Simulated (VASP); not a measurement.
# Te (P3_121) in VASP: a series of runs, part 2 of 2

VASP 6.6.1. The steps go on from the part before.

## Step 3: Relaxation of cell and atoms, BLYP

This run uses another cell than the first one, of 33.93 Å³/atom.

INCAR reads:

```
AGGAC = 1.0
AGGAX = 1.0
ALDAC = 0.0
ALDAX = 1.0
ALGO = Normal
EDIFF = 1E-6
EDIFFG = -0.01
ENCUT = 600
GGA = B5
IBRION = 2
ISIF = 3
ISMEAR = -1
LASPH = True
LCHARG = False
LREAL = False
LWAVE = False
NELM = 60
NSW = 80
PREC = Accurate
SIGMA = 0.05
```

KPOINTS reads:

```
k-points
0
Gamma
  5 5 3
```

POSCAR reads:

```
Te
1.0
    4.4540012348      0.0000000000      0.0000000000
   -2.2270006174      3.8572782178      0.0000000000
    0.0000000000      0.0000000000      5.9240000000
Te
3
Direct
    0.2690000000      0.0000000000      0.3333333333
    0.0000000000      0.2690000000      0.6666666667
    0.7310000000      0.7310000000      0.0000000000
```

Potentials or basis: VASP PAW PBE potentials, release 64 (Te).

Run with:

```bash
cat potpaw_PBE.64/Te/POTCAR > POTCAR
mpirun -np 1 vasp_std > vasp.out
```

OUTCAR:

```text
EDIFF = 1E-6
   EDIFFG = -0.01
   ENCUT = 600
   GGA = B5
   IBRION = 2
   ISIF = 3
   ISMEAR = -1
   LASPH = True
   LREAL = False
   NELM = 60
   NSW = 80
   PREC = Accurate

 ion  position               nearest neighbor table
   1  0.269  0.000  0.333-   3 2.86   2 2.86   3 3.47   3 3.47   2 3.47   2 3.47
   2  0.000  0.269  0.667-   3 2.86   1 2.86   3 3.47   3 3.47   1 3.47   1 3.47
   3  0.731  0.731  0.000-   2 2.86   1 2.86   1 3.47   2 3.47   2 3.47   1 3.47

  LATTYP: Found a hexagonal cell.
 ALAT       =     4.4540012348
 C/A-ratio  =     1.3300400444

  Lattice vectors:

 A1 = (   4.4540012348,   0.0000000000,   0.0000000000)
 A2 = (  -2.2270006174,   3.8572782178,   0.0000000000)
 A3 = (   0.0000000000,   0.0000000000,   5.9240000000)

[... 477 lines left out ...]

 number of electron      18.0000001 magnetization

------------------------ aborting loop because EDIFF is reached ----------------------------------------
[... 69 lines left out ...]
--------------------------------------- Ionic step       23  -------------------------------------------

 number of electron      18.0000003 magnetization

 Free energy of the ion-electron system (eV)
  ---------------------------------------------------
  ext. energy  EPLUGINS =         0.00000000
  ---------------------------------------------------
  free energy    TOTEN  =        -7.79217714 eV

  energy without entropy =       -7.79217630  energy(sigma->0) =       -7.79217672

 E-fermi :   3.2813     XC(G=0):  -7.0185

 val. band max:        2.6242733994   @ k =   0.0000   0.4000   0.3333
 cond. band min:       3.9258462918   @ k =   0.0000   0.0000   0.3333
 fundamental gap:      1.3015728924
 Fermi energy:         3.2813341366

 k-point     1 :       0.0000    0.0000    0.0000
  band No.  band energies     occupation
      1      -9.6223      2.00000
      2      -6.9098      2.00000
      3      -6.9098      2.00000
      4      -0.1143      2.00000
      5      -0.1143      2.00000
      6       0.1752      2.00000
      7       1.4845      2.00000
      8       1.4845      2.00000
      9       2.5196      2.00000
     10       4.2118      0.00000
     11       4.2118      0.00000
     12       4.5429      0.00000
     13       7.7856      0.00000
[... 204 lines left out ...]
  FREE ENERGIE OF THE ION-ELECTRON SYSTEM (eV)
  ---------------------------------------------------
  free  energy   TOTEN  =        -7.7921771421 eV

  energy  without entropy=       -7.7921763050  energy(sigma->0) =       -7.79217672

 reached required accuracy - stopping structural energy minimisation
```

OSZICAR:

```text
N       E                     dE             d eps       ncg     rms          rms(c)
DAV:   1     0.891503352340E+02    0.89150E+02   -0.70983E+03   312   0.124E+03
DAV:   2    -0.129887003189E+01   -0.90449E+02   -0.86453E+02   445   0.160E+02
DAV:   3    -0.739397825364E+01   -0.60951E+01   -0.60516E+01   387   0.487E+01
[... 196 lines left out ...]
DAV:   2    -0.779260365930E+01    0.73836E-03   -0.24541E-03   372   0.304E-01    0.918E-02
DAV:   3    -0.779219738540E+01    0.40627E-03   -0.88624E-04   312   0.141E-01    0.407E-02
DAV:   4    -0.779218067940E+01    0.16706E-04   -0.44963E-05   406   0.363E-02    0.525E-02
DAV:   5    -0.779217759821E+01    0.30812E-05   -0.29909E-06   313   0.129E-02    0.968E-03
DAV:   6    -0.779217714209E+01    0.45612E-06   -0.83412E-07   171   0.571E-03
  23 F= -.77921771E+01 E0= -.77921767E+01  d E =-.384153E-03
```

Wall time 6.3 min (1 thread of Intel Xeon 6975P-C (Granite Rapids), shared host); peak memory 0.24 GiB.

Results:

- Free energy: -7.7922 eV
- Relaxed volume: 47.37 Å³/atom
- Relaxed cell: a = 5.268 Å, b = 5.268 Å, c = 5.911 Å, α = 90.00°, β = 90.00°, γ = 120.00°
- Space group after relaxing (to 0.1 Å): P3_121 (No. 152)
- Energy gained by relaxing: 101.5 meV/atom
- Ionic steps: 23
- Pressure after relaxing: 0.0 GPa
- Band gap on the k mesh: 1.30 eV (least direct gap 1.41 eV)

Forces in eV/Å, atoms in the order of the input:
```
Te   0.002  0.000  0.000
Te  -0.001  0.002  0.000
Te  -0.001 -0.002  0.000
```

Step by step:
| step | energy change (eV) | largest force (eV/Å) | pressure (GPa) | volume (Å³) |
| --- | --- | --- | --- | --- |
| 1 | 0.0000 | 0.2723 | 5.39 | 101.78 |
| 2 | -0.1389 | 0.4506 | -1.68 | 119.54 |
| 3 | -0.1776 | 0.2538 | 0.13 | 113.22 |
| 4 | -0.1950 | 0.2452 | 0.12 | 114.23 |
| 5 | -0.2347 | 0.2062 | 0.21 | 117.18 |
| 6 | -0.2616 | 0.0300 | 0.90 | 122.80 |
| 7 | -0.2745 | 0.1235 | 0.33 | 126.47 |
| 8 | -0.2799 | 0.2277 | -0.23 | 130.72 |
| 9 | -0.2881 | 0.1753 | -0.13 | 131.86 |
| 10 | -0.3003 | 0.0283 | 0.15 | 134.64 |
| 11 | -0.2837 | 0.3634 | 0.83 | 140.31 |
| 12 | -0.3017 | 0.0471 | 0.28 | 135.79 |
| 13 | -0.3030 | 0.0227 | -0.09 | 138.77 |
| 14 | -0.3032 | 0.0051 | 0.00 | 138.02 |
| 15 | -0.3032 | 0.0041 | 0.01 | 137.97 |
| 16 | -0.3034 | 0.0081 | 0.00 | 138.24 |
| 17 | -0.3038 | 0.0200 | -0.02 | 139.05 |
| 18 | -0.3041 | 0.0433 | -0.07 | 140.66 |
| 19 | -0.3042 | 0.0341 | -0.03 | 140.75 |
| 20 | -0.3042 | 0.0159 | 0.03 | 140.94 |
| 21 | -0.3043 | 0.0142 | 0.03 | 141.05 |
| 22 | -0.3045 | 0.0087 | 0.03 | 141.40 |
| 23 | -0.3046 | 0.0025 | 0.02 | 142.10 |

Final structure:
```yaml
crystal:
  lattice:
    - [5.26838, 0.00000, 0.00000]
    - [-2.63419, 4.56255, 0.00000]
    - [0.00000, 0.00000, 5.91149]
  atoms:
    - { symbol: Te, position: [0.22354, 0.00000, 0.33333] }
    - { symbol: Te, position: [0.00000, 0.22354, 0.66667] }
    - { symbol: Te, position: [0.77646, 0.77646, 0.00000] }
```

Caveat: the volume moved by over 15 % at a fixed basis, so the end points are rough; the PAW data sets were made with another functional, which shifts forces and pressure a little; spin-orbit coupling is left out, which moves the levels of the heavy elements. A k mesh can miss the band edges.

## Step 4: Single point, BLYP (42.32 Å³/atom)

This run uses another cell than the first one, of 42.32 Å³/atom.

INCAR reads:

```
SYSTEM = Te
AGGAC = 1.0
AGGAX = 1.0
ALDAC = 0.0
ALDAX = 1.0
ALGO = Normal
EDIFF = 1E-7
ENCUT = 520
GGA = B5
ISIF = 2
ISMEAR = -1
LASPH = .TRUE.
LCHARG = .FALSE.
LREAL = .FALSE.
LWAVE = .FALSE.
NBANDS = 16
NELM = 60
PREC = Accurate
SIGMA = 0.05
```

KPOINTS reads:

```
k-points
0
G
  7 7 5
  0 0 0
```

POSCAR reads:

```
Te
1.0
    5.0906031993      0.0000000000      0.0000000000
   -2.5453015996      4.4085916912      0.0000000000
    0.0000000000      0.0000000000      5.6575543093
Te
3
Direct
    0.2204697237      0.0000000000      0.3333333333
    1.0000000000      0.2204697237      0.6666666667
    0.7795302763      0.7795302763      0.0000000000
```

Run with:

```bash
cat potpaw_PBE.64/Te/POTCAR > POTCAR
mpirun -np 1 vasp_std > vasp.out
```

Wall time 52 s (1 thread of Intel Xeon 6975P-C (Granite Rapids), shared host); peak memory 0.25 GiB.

Results (log left out):

```
Free energy            : -7.5563 eV
Pressure               : 4.7 GPa
Largest force          : 1.316 eV/Å
Band gap on the k mesh : 1.21 eV (least direct gap 1.41 eV)
```

Forces on the atoms (eV/Å):
```
Te   1.316  0.000  0.000
Te  -0.658  1.139  0.000
Te  -0.658 -1.139  0.000
```

Stress tensor (GPa, compression positive):
```
3.74 0.00 0.00
0.00 3.74 0.00
0.00 0.00 6.49
```

Levels at points of the mesh, in eV from the valence-band top:
```tsv
k point	band 6	band 7	band 8	band 9	band 10	band 11	band 12	band 13
(0.00, 0.00, 0.00)	-2.99	-1.64	-1.64	-0.33	1.70	1.70	1.94	5.13
```

Caveat: the cell stands under pressure; the PAW data sets were made with another functional, which shifts forces and pressure a little; spin-orbit coupling is left out, which moves the levels of the heavy elements. A k mesh can miss the band edges.

## Step 5: Summary

```csv
task,cell,k mesh,cutoff (eV),gap on the mesh (eV),pressure (GPa),largest force (eV/Å)
single point,"a = 5.312, b = 5.312, c = 5.904 Å, angles 90.0, 90.0, 120.0°, 3 atoms, atomic positions A",5 × 5 × 3,520,1.33,0.2,0.06
relaxation of cell and atoms,"relaxed from a = 4.454, b = 4.454, c = 5.924 Å, angles 90.0, 90.0, 120.0°, 3 atoms, atomic positions B",5 × 5 × 3,600,1.30,0.0,-
single point,"a = 5.091, b = 5.091, c = 5.658 Å, angles 90.0, 90.0, 120.0°, 3 atoms, atomic positions A",7 × 7 × 5,520,1.21,4.7,1.32
```

Alike in all rows: level BLYP; potentials or basis VASP PAW PBE potentials, release 64 (Te); no spin polarisation; smearing fermi-dirac 0.05 eV.

Caveats: the PAW data sets were made with another functional, which shifts forces and pressure a little; spin-orbit coupling is left out, which moves the levels of the heavy elements; the volume moved by over 15 % at a fixed basis, so the end points are rough (at least some runs); the cell stands under pressure (at least some runs).

Total energies depend on the potentials used, so only differences within one code and one set of settings carry meaning.
